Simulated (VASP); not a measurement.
# PdC18 in VASP: a series of runs, part 2 of 2

VASP 6.6.1. Earlier steps stand in the parts before.

### Step 4. Single point, LDA

INCAR

```
PREC = Accurate
ENCUT = 520
EDIFF = 1E-7
ISMEAR = -1
SIGMA = 0.05
LREAL = Auto
LASPH = T
NELM = 80
ALGO = Normal
ISIF = 2
LWAVE = F
LCHARG = F
GGA = CA
NBANDS = 56
```

KPOINTS

```
regular mesh
0
Gamma
  2 2 1
```

POSCAR

```
PdC18
1.0
    7.3980000000      0.0000000000      0.0000000000
   -3.6990000000      6.4068560000      0.0000000000
    0.0000000000      0.0000000000     11.0000000000
C Pd
18 1
Direct
   -0.0087691128     -0.0026744787      0.0877853636
    0.2138843838      0.1085365427      0.0888109091
   -0.0092457111      0.3300584561      0.0866533636
    0.2124856532      0.4409699547      0.0865035455
   -0.0088475729      0.6633226968      0.0876489091
    0.2139071866      0.7748387040      0.0884413636
    0.3245816313     -0.0029846152      0.0899509091
    0.5470990796      0.1082738554      0.0913845455
    0.3224062643      0.3290350212      0.0900678182
    0.5465491589      0.4398204049      0.0958642727
    0.3224945200      0.6628995564      0.0894219091
    0.5463880851      0.7761860107      0.0949940000
    0.6577602409     -0.0021807888      0.0917610909
    0.8804106488      0.1080589294      0.0884346364
    0.6579196514      0.3293297056      0.0921930909
    0.8804117278      0.4417934475      0.0884890909
    0.6600482710      0.6648935141      0.0936215455
    0.8834210163      0.7764284073      0.0888190000
    0.5725032860      0.6156134928      0.2718820000
```

Potentials or basis: VASP PAW LDA potentials, release 64 (C, Pd).

Launch:

```console
$ cat potpaw_LDA.64/C/POTCAR potpaw_LDA.64/Pd/POTCAR > POTCAR
$ mpirun -np 1 vasp_std > vasp.out
```

OUTCAR:

```text
PREC = Accurate
   ENCUT = 520
   EDIFF = 1E-7
   ISMEAR = -1
   LREAL = Auto
   LASPH = T
   NELM = 80
   ISIF = 2
   GGA = CA

 ion  position               nearest neighbor table
   1  0.991  0.997  0.088-  18 1.42  14 1.42   2 1.43
   2  0.214  0.109  0.089-   9 1.41   7 1.42   1 1.43
   3  0.991  0.330  0.087-   4 1.42  14 1.42  16 1.42
   4  0.212  0.441  0.087-   3 1.42   9 1.42  11 1.42
   5  0.991  0.663  0.088-  18 1.42  16 1.42   6 1.43
   6  0.214  0.775  0.088-  11 1.41   7 1.42   5 1.43
   7  0.325  0.997  0.090-   6 1.42   2 1.42   8 1.43
   8  0.547  0.108  0.091-  15 1.42  13 1.42   7 1.43
   9  0.322  0.329  0.090-   2 1.41   4 1.42  10 1.44
  10  0.547  0.440  0.096-  15 1.42   9 1.44  17 1.44  19 2.29
  11  0.322  0.663  0.089-   6 1.41   4 1.42  12 1.44
  12  0.546  0.776  0.095-  13 1.42  11 1.44  17 1.44  19 2.34
  13  0.658  0.998  0.092-   8 1.42  12 1.42  14 1.43
  14  0.880  0.108  0.088-   1 1.42   3 1.42  13 1.43
  15  0.658  0.329  0.092-   8 1.42  10 1.42  16 1.43
  16  0.880  0.442  0.088-   5 1.42   3 1.42  15 1.43
  17  0.660  0.665  0.094-  18 1.43  12 1.44  10 1.44  19 2.04
  18  0.883  0.776  0.089-   5 1.42   1 1.42  17 1.43
  19  0.573  0.616  0.272-  17 2.04  10 2.29  12 2.34

  LATTYP: Found a hexagonal cell.
 ALAT       =     7.3980000000
 C/A-ratio  =     1.4868883482

  Lattice vectors:

 A1 = (   7.3980000000,   0.0000000000,   0.0000000000)
 A2 = (  -3.6990000000,   6.4068560000,   0.0000000000)
 A3 = (   0.0000000000,   0.0000000000,  11.0000000000)

Analysis of symmetry for initial positions (statically):
=====================================================================
 Subroutine PRICEL returns:
 Original cell was already a primitive cell.

 Routine SETGRP: Setting up the symmetry group for a
 hexagonal supercell.

 Subroutine GETGRP returns: Found  1 space group operations
 (whereof  1 operations were pure point group operations)
 out of a pool of 24 trial point group operations.
[... 151 lines left out ...]
  Thomas-Fermi vector in A             =   2.004480
   LORBIT       =      0    0 simple, 1 ext, 2 COOP (PROOUT), +10 PAW based schemes
   GGA     = CA    functional components
   LHFCALC =     F    Hartree Fock is set to
   AEXX    =    0.0000 exact exchange contribution
   IVDW    =     0    specifies the selected vdW correction
   LEPSILON=     F    determine dielectric tensor
   LRPA    =     F    only Hartree local field effects (RPA)
 non-spin polarized calculation
  energy-cutoff  :      520.00
  volume of cell :      521.38
 maximum number of plane-waves:     14099
 NGX is ok and might be reduce to    56
   NGX = 27   NGY = 27   NGZ = 41

 number of electron      82.0000003 magnetization

 Free energy of the ion-electron system (eV)
  ---------------------------------------------------
  ext. energy  EPLUGINS =         0.00000000
  ---------------------------------------------------
  free energy    TOTEN  =      -184.56349336 eV

  energy without entropy =     -184.52821539  energy(sigma->0) =     -184.54585437

 E-fermi :  -0.8541     XC(G=0):  -4.5557

 val. band max:       -0.9147202353   @ k =   0.0000   0.0000   0.0000
 cond. band min:      -0.7810647191   @ k =   0.0000   0.0000   0.0000
 fundamental gap:      0.1336555162
 Fermi energy:        -0.8540763075

 k-point     1 :       0.0000    0.0000    0.0000
  band No.  band energies     occupation
      1     -20.4319      2.00000
      2     -18.1049      2.00000
      3     -17.8872      2.00000
      4     -17.8194      2.00000
      5     -17.7697      2.00000
      6     -17.7657      2.00000
[... 213 lines left out ...]
     52       4.3258      0.00000
     53       4.5805      0.00000
 [bands above 53 left out]

------------------------ aborting loop because EDIFF is reached ----------------------------------------

  FORCE on cell =-STRESS in cart. coord.  units (eV):
  Direction    XX          YY          ZZ          XY          YZ          ZX
  --------------------------------------------------------------------------------------
  -------------------------------------------------------------------------------------
  Total       -4.2165248     -6.5971162      0.0305454      1.8067251     -0.0326354      0.0195767
  in kB      -12.9572627    -20.2727535      0.0938651      5.5520158     -0.1002876      0.0601586
  external PRESSURE =     -11.0453837 kB  Pullay stress =       0.0000000 kB

 VOLUME and BASIS-vectors are now :
 -----------------------------------------------------------------------------
  energy-cutoff  :      520.00
  volume of cell :      521.38
      direct lattice vectors                 reciprocal lattice vectors
     7.398000000  0.000000000  0.000000000     0.135171668  0.078041398  0.000000000
    -3.699000000  6.406856000  0.000000000     0.000000000  0.156082796  0.000000000
     0.000000000  0.000000000 11.000000000     0.000000000  0.000000000  0.090909091

 POSITION                                       TOTAL-FORCE (eV/Angst)
 -----------------------------------------------------------------------------------
      3.64402      6.38972      0.96564        -0.008476     -0.025827     -0.004171
      1.18084      0.69538      0.97692         0.011394      0.018887      0.001975
      6.10871      2.11464      0.95319        -0.016327     -0.012769     -0.000174
     -0.05918      2.82523      0.95154         0.014833      0.019656     -0.009259
      4.87892      4.24981      0.96414         0.007051     -0.010968     -0.004895
     -1.28364      4.96428      0.97285        -0.002693      0.019831      0.001348
[... 11 lines left out ...]
      3.66354      4.97446      0.97701         0.008466      0.034808     -0.005306
      1.95822      3.94415      2.99070         0.009221     -0.015980      0.087108
 -----------------------------------------------------------------------------------
    total drift:                                0.002299      0.016908      0.010534

  FREE ENERGIE OF THE ION-ELECTRON SYSTEM (eV)
  ---------------------------------------------------
  free  energy   TOTEN  =      -184.5634933579 eV

  energy  without entropy=     -184.5282153854  energy(sigma->0) =     -184.54585437
```

OSZICAR:

```text
N       E                     dE             d eps       ncg     rms          rms(c)
DAV:   1     0.623797337621E+03    0.62380E+03   -0.34486E+04   448   0.119E+03
DAV:   2    -0.106264991020E+03   -0.73006E+03   -0.69740E+03   632   0.285E+02
DAV:   3    -0.197537824736E+03   -0.91273E+02   -0.90064E+02   536   0.103E+02
[... 17 lines left out ...]
DAV:  21    -0.184563474366E+03   -0.11331E-04   -0.17192E-06   400   0.286E-03    0.190E-03
DAV:  22    -0.184563490921E+03   -0.16555E-04   -0.25433E-06   392   0.278E-03    0.930E-04
DAV:  23    -0.184563492650E+03   -0.17287E-05   -0.17540E-07   352   0.953E-04    0.547E-04
DAV:  24    -0.184563493291E+03   -0.64139E-06   -0.70546E-08   320   0.620E-04    0.151E-04
DAV:  25    -0.184563493358E+03   -0.67024E-07   -0.14010E-08   384   0.337E-04
   1 F= -.18456349E+03 E0= -.18454585E+03  d E =-.352780E-01
```

It took 6.8 min on 1 thread of Oxide Virtual Turin-like, shared host; peak memory 0.38 GiB.

Results:

```yaml
Free_energy: -184.5635 eV
Largest_force: 0.089 eV/Å
Band_gap_on_the_k_mesh: 0.13 eV, direct
```

Forces in eV/Å, atoms in the order of the input:
```
C   -0.008 -0.026 -0.004
C    0.011  0.019  0.002
C   -0.016 -0.013  0.000
C    0.015  0.020 -0.009
C    0.007 -0.011 -0.005
C   -0.003  0.020  0.001
C   -0.025 -0.021  0.000
C    0.019  0.013 -0.002
C   -0.013 -0.010 -0.019
C   -0.019  0.005  0.022
C   -0.002 -0.018  0.001
C    0.007  0.013  0.015
C   -0.006 -0.010 -0.006
C   -0.008  0.014  0.001
C    0.006 -0.020 -0.001
C    0.015  0.002 -0.004
C    0.003  0.004 -0.072
C    0.008  0.035 -0.005
Pd   0.009 -0.016  0.087
```

Caveat: the k points lie up to 0.49 Å⁻¹ apart.

### Step 5. Single point, LDA

INCAR

```
SYSTEM = PdC18
PREC = Accurate
ENCUT = 520
EDIFF = 1E-6
ISMEAR = -1
SIGMA = 0.05
LREAL = Auto
LASPH = .TRUE.
NELM = 80
ALGO = Normal
ISIF = 2
LWAVE = .FALSE.
LCHARG = .FALSE.
GGA = CA
NBANDS = 56
```

KPOINTS

```
regular mesh
0
G
  2 2 1
  0 0 0
```

POSCAR

```
PdC18
1.0
    7.3980000000      0.0000000000      0.0000000000
   -3.6990000000      6.4068560000      0.0000000000
    0.0000000000      0.0000000000     11.0000000000
C Pd
18 1
Direct
   -0.0075220037      0.0002617508      0.0890194545
    0.2152152620      0.1116386883      0.0897195455
   -0.0096656028      0.3320634957      0.0913574545
    0.2135337888      0.4430889347      0.0963119091
   -0.0076864639      0.6665127170      0.0880938182
    0.2141784268      0.7797504736      0.0913588182
    0.3259937524      0.0002992107      0.0896143636
    0.5481234433      0.1115523745      0.0890201818
    0.3267588960      0.3318454481      0.0914846364
    0.5494119684      0.4449731662      0.0871203636
    0.3263521871      0.6687251906      0.0963131818
    0.5508205106      0.7799686773      0.0914835455
    0.6594832671      0.0001749688      0.0897191818
    0.8816015263      0.1115147586      0.0896130000
    0.6591056794      0.3333084121      0.0871355455
    0.8817080950      0.4453015644      0.0880933636
    0.6603457505      0.6668412713      0.0871198182
    0.8817044080      0.7785058693      0.0871350000
    0.3157871736      0.5558920007      0.2730143636
```

Launch:

```console
$ cat potpaw_LDA.64/C/POTCAR potpaw_LDA.64/Pd/POTCAR > POTCAR
$ mpirun -np 1 vasp_std > vasp.out
```

Wall time 6.9 min (1 thread of Oxide Virtual Turin-like, shared host); peak memory 0.38 GiB.

It converged, with:

| Quantity | Value |
| --- | --- |
| Free energy | -184.5835 eV |
| Largest force | 0.149 eV/Å |
| Band gap on the k mesh | 0.01 eV, direct |

Forces on the atoms (eV/Å):
```
C    0.009 -0.002  0.000
C    0.004 -0.009 -0.005
C    0.006 -0.002 -0.001
C   -0.002 -0.025 -0.024
C    0.005  0.008 -0.008
C    0.002 -0.002  0.001
C   -0.002 -0.006 -0.005
C    0.007  0.004  0.000
C    0.005 -0.011 -0.007
C    0.015  0.003 -0.002
C    0.002  0.018 -0.019
C    0.006  0.007 -0.010
C    0.006 -0.001 -0.003
C   -0.004  0.005 -0.004
C    0.010  0.007 -0.006
C    0.007  0.006 -0.006
C    0.013  0.005 -0.003
C    0.013 -0.007 -0.006
Pd  -0.103  0.000  0.108
```

Levels at points of the mesh, in eV from the valence-band top:
```
           k point  band 39  band 40  band 41  band 42  band 43  band 44
(0.00, 0.00, 0.00)    -1.81    -0.18     0.00     0.01     0.19     0.81
(0.50, 0.00, 0.00)    -1.74    -1.46    -1.22     0.85     1.48     2.31
(0.00, 0.50, 0.00)    -1.59    -1.48    -1.25     0.79     1.52     2.25
(0.50, 0.50, 0.00)    -1.74    -1.46    -1.22     0.85     1.48     2.31
```

Caveat: the k points lie up to 0.49 Å⁻¹ apart.
